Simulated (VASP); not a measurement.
# Ta16Cu in VASP: a series of runs

Ta16Cu is run at these levels: PBE+D3(BJ); tasks: single point.

Everything below comes from runs of VASP 6.6.1. Logs are shortened: lines on timing, memory, paths and dates and some standing lists are left out, and cuts for length are marked.

## 1. The cell of the first run

The cell holds a slab with vacuum, 17 atoms: a = 6.570 Å, b = 6.570 Å, c = 21.910 Å, α = 90.00°, β = 90.00°, γ = 90.00°.

## 2. Single point, PBE+D3(BJ)

Contents of INCAR:

```
SYSTEM = Ta16Cu
PREC = Accurate
ENCUT = 520
EDIFF = 1E-6
ISMEAR = 0
SIGMA = 0.1
LREAL = Auto
LASPH = .TRUE.
NELM = 60
ALGO = Normal
ISIF = 2
LWAVE = .FALSE.
LCHARG = .FALSE.
LDIPOL = .TRUE.
IDIPOL = 3
DIPOL = 0.5 0.5 0.308
GGA = PE
IVDW = 12
NBANDS = 108
```

Contents of KPOINTS:

```
regular mesh
0
G
  4 4 1
  0 0 0
```

Contents of POSCAR:

```
Ta16Cu
1.0
    6.5699959905      0.0000000000      0.0000000000
    0.0000000000      6.5699959905      0.0000000000
    0.0000000000      0.0000000000     21.9099229040
Ta Cu
16 1
Direct
    0.2500000000      0.2500000000      0.1825656812
    0.2500000000      0.7500000000      0.1825656812
    0.7500000000      0.2500000000      0.1825656812
    0.7500000000      0.7500000000      0.1825656812
    0.0000000000      0.0000000000      0.2575316683
    0.0000000000      0.5000000000      0.2575316683
    0.5000000000      0.0000000000      0.2575316683
    0.5000000000      0.5000000000      0.2575316683
    0.2500000000      0.2500000000      0.3326484497
    0.2500000000      0.7500000000      0.3326484497
    0.7500000000      0.2500000000      0.3326484497
    0.7500000000      0.7500000000      0.3326484497
    0.0000000000      0.0000000000      0.4020973941
    0.0000000000      0.5000000000      0.4020973941
    0.5000000000      0.0000000000      0.4020973941
    0.5000000000      0.5000000000      0.4020973941
    0.0000000000      0.0000000000      0.5298933709
```

Potentials or basis: VASP PAW PBE potentials, release 64 (Ta_pv, Cu).

Launch:

```
$ cat potpaw_PBE.64/Ta_pv/POTCAR potpaw_PBE.64/Cu/POTCAR > POTCAR
$ mpirun -np 1 vasp_std > vasp.out
```

OUTCAR:

```text
SYSTEM = Ta16Cu
   PREC = Accurate
   ENCUT = 520
   EDIFF = 1E-6
   ISMEAR = 0
   LREAL = Auto
   LASPH = .TRUE.
   NELM = 60
   ISIF = 2
   GGA = PE
   IVDW = 12
 IVDW          = 12

 ion  position               nearest neighbor table
   1  0.250  0.250  0.183-   5 2.84   6 2.84   7 2.84   8 2.84   2 3.28   3 3.28   2 3.28   3 3.28
                             9 3.29
   2  0.250  0.750  0.183-   5 2.84   6 2.84   7 2.84   8 2.84   1 3.28   4 3.28   1 3.28   4 3.28
                            10 3.29
   3  0.750  0.250  0.183-   5 2.84   6 2.84   7 2.84   8 2.84   1 3.28   4 3.28   4 3.28   1 3.28
                            11 3.29
   4  0.750  0.750  0.183-   5 2.84   6 2.84   7 2.84   8 2.84   2 3.28   3 3.28   3 3.28   2 3.28
                            12 3.29
   5  0.000  0.000  0.258-   1 2.84   2 2.84   3 2.84   4 2.84   9 2.85  10 2.85  11 2.85  12 2.85
                            13 3.17   7 3.28   6 3.28   6 3.28   7 3.28
   6  0.000  0.500  0.258-   1 2.84   2 2.84   3 2.84   4 2.84   9 2.85  10 2.85  11 2.85  12 2.85
                            14 3.17   8 3.28   5 3.28   5 3.28   8 3.28
   7  0.500  0.000  0.258-   1 2.84   2 2.84   3 2.84   4 2.84   9 2.85  10 2.85  11 2.85  12 2.85
                            15 3.17   8 3.28   5 3.28   8 3.28   5 3.28
   8  0.500  0.500  0.258-   1 2.84   2 2.84   3 2.84   4 2.84   9 2.85  10 2.85  11 2.85  12 2.85
                            16 3.17   7 3.28   6 3.28   7 3.28   6 3.28
   9  0.250  0.250  0.333-  13 2.78  14 2.78  15 2.78  16 2.78   5 2.85   6 2.85   7 2.85   8 2.85
                            10 3.28  11 3.28  10 3.28  11 3.28   1 3.29
  10  0.250  0.750  0.333-  13 2.78  14 2.78  15 2.78  16 2.78   5 2.85   6 2.85   7 2.85   8 2.85
                             9 3.28  12 3.28   9 3.28  12 3.28   2 3.29
  11  0.750  0.250  0.333-  13 2.78  14 2.78  15 2.78  16 2.78   5 2.85   6 2.85   7 2.85   8 2.85
                             9 3.28  12 3.28  12 3.28   9 3.28   3 3.29
  12  0.750  0.750  0.333-  13 2.78  14 2.78  15 2.78  16 2.78   5 2.85   6 2.85   7 2.85   8 2.85
                            10 3.28  11 3.28  11 3.28  10 3.28   4 3.29
  13  0.000  0.000  0.402-   9 2.78  10 2.78  11 2.78  12 2.78  17 2.80   5 3.17  15 3.28  14 3.28
                            14 3.28  15 3.28
  14  0.000  0.500  0.402-   9 2.78  10 2.78  11 2.78  12 2.78   6 3.17  13 3.28  16 3.28  13 3.28
                            16 3.28
  15  0.500  0.000  0.402-   9 2.78  10 2.78  11 2.78  12 2.78   7 3.17  13 3.28  16 3.28  16 3.28
                            13 3.28
  16  0.500  0.500  0.402-   9 2.78  10 2.78  11 2.78  12 2.78   8 3.17  14 3.28  15 3.28  15 3.28
                            14 3.28
  17  0.000  0.000  0.530-  13 2.80

  LATTYP: Found a simple tetragonal cell.
 ALAT       =     6.5699959905
 C/A-ratio  =     3.3348457040

  Lattice vectors:

 A1 = (   6.5699959905,   0.0000000000,   0.0000000000)
 A2 = (   0.0000000000,   6.5699959905,   0.0000000000)
 A3 = (   0.0000000000,   0.0000000000,  21.9099229040)

Analysis of symmetry for initial positions (statically):
=====================================================================
 Subroutine PRICEL returns:
 Original cell was already a primitive cell.

 Routine SETGRP: Setting up the symmetry group for a
 simple tetragonal supercell.

 Subroutine GETGRP returns: Found  8 space group operations
 (whereof  8 operations were pure point group operations)
 out of a pool of 16 trial point group operations.

The static configuration has the point symmetry C_4v.

Analysis of symmetry for dynamics (positions and initial velocities):
=====================================================================
 Subroutine PRICEL returns:
 Original cell was already a primitive cell.

 Routine SETGRP: Setting up the symmetry group for a
 simple tetragonal supercell.

 Subroutine GETGRP returns: Found  8 space group operations
 (whereof  8 operations were pure point group operations)
 out of a pool of 16 trial point group operations.

The dynamic configuration has the point symmetry C_4v.

 Subroutine INISYM returns: Found  8 space group operations
 (whereof  8 operations are pure point group operations),
 and found     1 'primitive' translations

----------------------------------------------------------------------------------------

                                     Primitive cell

  volume of cell :     945.7385

  direct lattice vectors                    reciprocal lattice vectors
     6.569995990  0.000000000  0.000000000     0.152207094  0.000000000  0.000000000
     0.000000000  6.569995990  0.000000000     0.000000000  0.152207094  0.000000000
     0.000000000  0.000000000 21.909922904     0.000000000  0.000000000  0.045641420

  length of vectors
     6.569995990  6.569995990 21.909922904     0.152207094  0.152207094  0.045641420

  position of ions in fractional coordinates (direct lattice)
     0.250000000  0.250000000  0.182565681
     0.250000000  0.750000000  0.182565681
     0.750000000  0.250000000  0.182565681
     0.750000000  0.750000000  0.182565681
     0.000000000  0.000000000  0.257531668
     0.000000000  0.500000000  0.257531668
[... 9 lines left out ...]
     0.500000000  0.500000000  0.402097394
     0.000000000  0.000000000  0.529893371

  ion indices of the primitive-cell ions
   primitive index   ion index
                 1           1
                 2           2
                 3           3
                 4           4
                 5           5
                 6           6
[... 9 lines left out ...]
                16          16
                17          17

----------------------------------------------------------------------------------------

 KPOINTS: regular mesh

Automatic generation of k-mesh.
 Grid dimensions read from file:
 generate k-points for:    4    4    1

 Generating k-lattice:

  Cartesian coordinates                     Fractional coordinates (reciprocal lattice)
     0.038051774  0.000000000  0.000000000     0.250000000  0.000000000  0.000000000
     0.000000000  0.038051774  0.000000000     0.000000000  0.250000000  0.000000000
     0.000000000  0.000000000  0.045641420     0.000000000  0.000000000  1.000000000

  Length of vectors
     0.038051774  0.038051774  0.045641420

  Shift w.r.t. Gamma in fractional coordinates (k-lattice)
     0.000000000  0.000000000  0.000000000

 Subroutine IBZKPT returns following result:
 ===========================================

 Found      6 irreducible k-points:

 Following reciprocal coordinates:
            Coordinates               Weight
  0.000000  0.000000  0.000000      1.000000
  0.250000  0.000000  0.000000      4.000000
  0.500000  0.000000  0.000000      2.000000
  0.250000  0.250000  0.000000      4.000000
  0.500000  0.250000  0.000000      4.000000
  0.500000  0.500000  0.000000      1.000000
   k-points           NKPTS =      6   k-points in BZ     NKDIM =      6   number of bands    NBANDS=    108
   number of dos      NEDOS =    301   number of ions     NIONS =     17
   total plane-waves  NPLWV = 420000
   dimension x,y,z NGX =    50 NGY =   50 NGZ =  168
   dimension x,y,z NGXF=   100 NGYF=  100 NGZF=  336
   ions per type =              16   1
   NGX,Y,Z   is equivalent  to a cutoff of  12.65, 12.65, 12.75 a.u.
   NGXF,Y,Z  is equivalent  to a cutoff of  25.30, 25.30, 25.49 a.u.
 SYSTEM =  Ta16Cu
   PREC   = accura    normal or accurate (medium, high low for compatibility)
   ISTART =      0    job   : 0-new  1-cont  2-samecut
   ICHARG =      2    charge: 1-file 2-atom 10-const
   ISPIN  =      1    spin polarized calculation?
   LNONCOLLINEAR =      F non collinear calculations
   LSORBIT =      F    spin-orbit coupling
   LASPH  =      T    aspherical Exc in radial PAW
   ENCUT  =  520.0 eV  38.22 Ry    6.18 a.u.  12.22 12.22 40.74*2*pi/ulx,y,z
   NELM   =     60;   NELMIN=  2; NELMDL= -5     # of ELM steps
   EDIFF  = 0.1E-05   stopping-criterion for ELM
   LREAL  =      T    real-space projection
   EDIFFG = 0.1E-04   stopping-criterion for IOM
   NSW    =      0    number of steps for IOM
   IBRION =     -1    ionic relax: 0-MD 1-quasi-New 2-CG
   NFREE  =      0    steps in history (QN), initial steepest desc. (CG)
   ISIF   =      2    stress and relaxation
   ISYM   =      2    0-nonsym 1-usesym 2-fastsym
   POTIM  = 0.5000    time-step for ionic-motion
   TEBEG  =    0.0;   TEEND  =   0.0 temperature during run
   PSTRESS=    0.0 pullay stress
   NELECT =     187.0000    total number of electrons
   NUPDOWN=      -1.0000    fix difference up-down
   EMIN   =  10.00;   EMAX   =-10.00  energy-range for DOS
   EFERMI =   0.00;   METHOD = LEGACY
   ISMEAR =     0;   SIGMA  =   0.10  broadening in eV -4-tet -1-fermi 0-gaus
   EFERMI_NEDOS =   21; number of points for ismear=-14 and -15
   IALGO  =     38    algorithm
   IMIX   =      4    mixing-type and parameters
     AMIX     =   0.40;   BMIX     =  1.00
     AMIX_MAG =   1.60;   BMIX_MAG =  1.00
  volume/ion in A,a.u.               =      55.63       375.42
  Fermi-wavevector in a.u.,A,eV,Ry     =   0.953744  1.802314 12.376227  0.909627
  Thomas-Fermi vector in A             =   2.082427
   LORBIT       =      0    0 simple, 1 ext, 2 COOP (PROOUT), +10 PAW based schemes
   GGA     = PE    functional components
   LHFCALC =     F    Hartree Fock is set to
   AEXX    =    0.0000 exact exchange contribution
   IVDW    =    12    specifies the selected vdW correction
   LEPSILON=     F    determine dielectric tensor
   LRPA    =     F    only Hartree local field effects (RPA)
 non-spin polarized calculation
 Gauss-broadening in eV      SIGMA  =   0.10
  energy-cutoff  :      520.00
  volume of cell :      945.74
 maximum number of plane-waves:     25516
 NGX is ok and might be reduce to    50
   NGX = 25   NGY = 25   NGZ = 81

 dipolmoment           0.000000      0.000000      0.051687 electrons x Angstroem

 number of electron     187.0000005 magnetization

 dipolmoment           0.000000      0.000000     -0.003624 electrons x Angstroem

 Free energy of the ion-electron system (eV)
  ---------------------------------------------------
  ext. energy  EPLUGINS =         0.00000000
  ---------------------------------------------------
  free energy    TOTEN  =      -176.53984643 eV

  energy without entropy =     -176.46384277  energy(sigma->0) =     -176.50184460

 E-fermi :  -0.7235     XC(G=0):  -5.2228

 val. band max:       -0.7841128668   @ k =   0.5000   0.5000   0.0000
 cond. band min:      -0.7084209526   @ k =   0.2500   0.0000   0.0000
 fundamental gap:      0.0756919141
 Fermi energy:        -0.7234986624

 k-point     1 :       0.0000    0.0000    0.0000
  band No.  band energies     occupation
      1     -35.7184      2.00000
      2     -35.7017      2.00000
      3     -35.6942      2.00000
      4     -35.6942      2.00000
      5     -35.6879      2.00000
      6     -35.6879      2.00000
[... 97 lines left out ...]
    104       0.5634      0.00000
    105       0.6293      0.00000

 k-point     2 :       0.2500    0.0000    0.0000
  band No.  band energies     occupation
      1     -35.6999      2.00000
      2     -35.6822      2.00000
      3     -35.6805      2.00000
      4     -35.6732      2.00000
      5     -35.6716      2.00000
      6     -35.6652      2.00000
[... 424 lines left out ...]
 k-point     6 :       0.5000    0.5000    0.0000
  band No.  band energies     occupation
      1     -35.6475      2.00000
      2     -35.6475      2.00000
      3     -35.6450      2.00000
      4     -35.6358      2.00000
      5     -35.5929      2.00000
      6     -35.5929      2.00000
[... 97 lines left out ...]
    104      -0.2347      0.00000
    105      -0.2259      0.00000
 [bands above 105 left out]

------------------------ aborting loop because EDIFF is reached ----------------------------------------

 vacuum level on the upper side and lower side of the slab       (xc-potential included)        -0.188        -0.171

 Edisp (eV)   -6.82381

 E8    (eV) :    -3.7105

  FORCE on cell =-STRESS in cart. coord.  units (eV):
  Direction    XX          YY          ZZ          XY          YZ          ZX
  --------------------------------------------------------------------------------------
  -------------------------------------------------------------------------------------
  Total     -18.83035   -18.83035    -6.26995     0.00000    -0.00000     0.00000
  in kB     -31.90054   -31.90054   -10.62193     0.00000    -0.00000     0.00000
  external pressure =      -24.81 kB  Pullay stress =        0.00 kB

 VOLUME and BASIS-vectors are now :
 -----------------------------------------------------------------------------
  energy-cutoff  :      520.00
  volume of cell :      945.74
      direct lattice vectors                 reciprocal lattice vectors
     6.569995990  0.000000000  0.000000000     0.152207094  0.000000000  0.000000000
     0.000000000  6.569995990  0.000000000     0.000000000  0.152207094  0.000000000
     0.000000000  0.000000000 21.909922904     0.000000000  0.000000000  0.045641420

 POSITION                                       TOTAL-FORCE (eV/Angst)
 -----------------------------------------------------------------------------------
      1.64250      1.64250      4.00000         0.009694      0.009694      0.501549
      1.64250      4.92750      4.00000         0.009694     -0.009694      0.501549
      4.92750      1.64250      4.00000        -0.009694      0.009694      0.501549
      4.92750      4.92750      4.00000        -0.009694     -0.009694      0.501549
      0.00000      0.00000      5.64250         0.000000      0.000000     -0.672233
      0.00000      3.28500      5.64250         0.000000     -0.000000     -0.500705
[... 9 lines left out ...]
      3.28500      3.28500      8.80992         0.000000      0.000000     -0.296836
      0.00000      0.00000     11.60992         0.000000      0.000000     -1.300395
 -----------------------------------------------------------------------------------
    total drift:                                0.000000      0.000000     -0.003938

  FREE ENERGIE OF THE ION-ELECTRON SYSTEM (eV)
  ---------------------------------------------------
  free  energy   TOTEN  =      -183.3636580962 eV

  energy  without entropy=     -183.2876544347  energy(sigma->0) =     -183.32565627

 vacuum level on the upper side and lower side of the slab         3.170         3.188
```

Run time: 35 min. Hardware: 1 thread of Intel Xeon 6975P-C (Granite Rapids), shared host; peak memory 1 GiB.

What came out:

- Free energy: -183.3637 eV
- Largest force: 1.447 eV/Å
- Band gap on the k mesh: zero (an odd number of electrons rules out a gap without spin polarisation)
- Dispersion energy per atom: -0.401 eV

Forces in eV/Å, atoms in the order of the input:
```
Ta   0.010  0.010  0.502
Ta   0.010 -0.010  0.502
Ta  -0.010  0.010  0.502
Ta  -0.010 -0.010  0.502
Ta   0.000  0.000 -0.672
Ta   0.000  0.000 -0.501
Ta   0.000  0.000 -0.501
Ta   0.000  0.000 -0.497
Ta   0.026  0.026 -0.045
Ta   0.026 -0.026 -0.045
Ta  -0.026  0.026 -0.045
Ta  -0.026 -0.026 -0.045
Ta   0.000  0.000  1.447
Ta   0.000  0.000  0.248
Ta   0.000  0.000  0.248
Ta   0.000  0.000 -0.297
Cu   0.000  0.000 -1.300
```

Levels at points of the mesh, in eV from the Fermi level:
| k point | band 90 | band 91 | band 92 | band 93 | band 94 | band 95 | band 96 | band 97 |
| --- | --- | --- | --- | --- | --- | --- | --- | --- |
| (0.00, 0.00, 0.00) | -0.08 | -0.08 | -0.06 | 0.14 | 0.16 | 0.19 | 0.19 | 0.37 |
| (0.50, 0.00, 0.00) | -0.58 | -0.43 | -0.43 | -0.36 | -0.07 | 0.13 | 0.31 | 0.31 |
| (0.50, 0.50, 0.00) | -0.91 | -0.86 | -0.86 | -0.85 | -0.66 | -0.12 | -0.12 | -0.12 |

Caveat: spin-orbit coupling is left out, which moves the levels of the heavy elements.

## 3. Single point, PBE+D3(BJ)

Contents of INCAR:

```
ALGO     = Normal         # electronic algorithm
DIPOL    = 0.5 0.5 0.308
EDIFF    = 1E-6           # SCF threshold, eV
ENCUT    = 520            # plane-wave cutoff, eV
GGA      = PE             # functional
IDIPOL   = 3            
ISIF     = 2              # what is computed and relaxed
ISMEAR   = 0              # smearing method
IVDW     = 12             # dispersion correction
LASPH    = True           # aspherical terms in the spheres
LCHARG   = False          # write CHGCAR
LDIPOL   = True         
LREAL    = Auto         
LWAVE    = False          # write WAVECAR
NBANDS   = 108            # bands
NELM     = 100            # most SCF steps
PREC     = Accurate       # precision mode
SIGMA    = 0.1            # smearing width, eV
```

Contents of KPOINTS:

```
k-points
0
Gamma
  4 4 1
```

POSCAR: that of step 2 with these lines changed.

```diff
@@ -24,2 +24,2 @@
     0.5000000000      0.5000000000      0.4020973941
-    0.0000000000      0.0000000000      0.5298933709
+    0.2500000000      0.2500000000      0.5298933709
```

Potentials or basis: VASP PAW PBE potentials, release 64 (Ta_pv, Cu).

Launch:

```
$ cat potpaw_PBE.64/Ta_pv/POTCAR potpaw_PBE.64/Cu/POTCAR > POTCAR
$ mpirun -np 1 vasp_std > vasp.out
```

Wall time 22 min (1 thread of Intel Xeon 6975P-C (Granite Rapids), shared host); peak memory 1 GiB.

It converged, with:

| Quantity | Value |
| --- | --- |
| Free energy | -183.2687 eV |
| Largest force | 1.461 eV/Å |
| Band gap on the k mesh | zero (an odd number of electrons rules out a gap without spin polarisation) |
| Dispersion energy per atom | -0.406 eV |

Forces on the atoms (eV/Å):
```
Ta   0.000  0.000  0.546
Ta   0.000  0.000  0.505
Ta   0.000  0.000  0.505
Ta   0.000  0.000  0.445
Ta   0.033  0.033 -0.536
Ta   0.033 -0.033 -0.536
Ta  -0.033  0.033 -0.536
Ta  -0.033 -0.033 -0.536
Ta   0.000  0.000 -0.345
Ta   0.000  0.000  0.044
Ta   0.000  0.000  0.044
Ta   0.000  0.000  0.107
Ta   0.286  0.286  0.438
Ta   0.286 -0.286  0.438
Ta  -0.286  0.286  0.438
Ta  -0.286 -0.286  0.438
Cu   0.000  0.000 -1.461
```

Levels at points of the mesh, in eV from the Fermi level:
| k point | band 90 | band 91 | band 92 | band 93 | band 94 | band 95 | band 96 | band 97 |
| --- | --- | --- | --- | --- | --- | --- | --- | --- |
| (0.00, 0.00, 0.00) | -0.09 | -0.06 | -0.04 | 0.14 | 0.14 | 0.18 | 0.19 | 0.37 |
| (0.50, 0.00, 0.00) | -0.58 | -0.44 | -0.41 | -0.37 | -0.04 | 0.12 | 0.31 | 0.31 |
| (0.50, 0.50, 0.00) | -1.00 | -0.88 | -0.87 | -0.87 | -0.46 | -0.13 | -0.13 | -0.12 |

Caveat: spin-orbit coupling is left out, which moves the levels of the heavy elements.
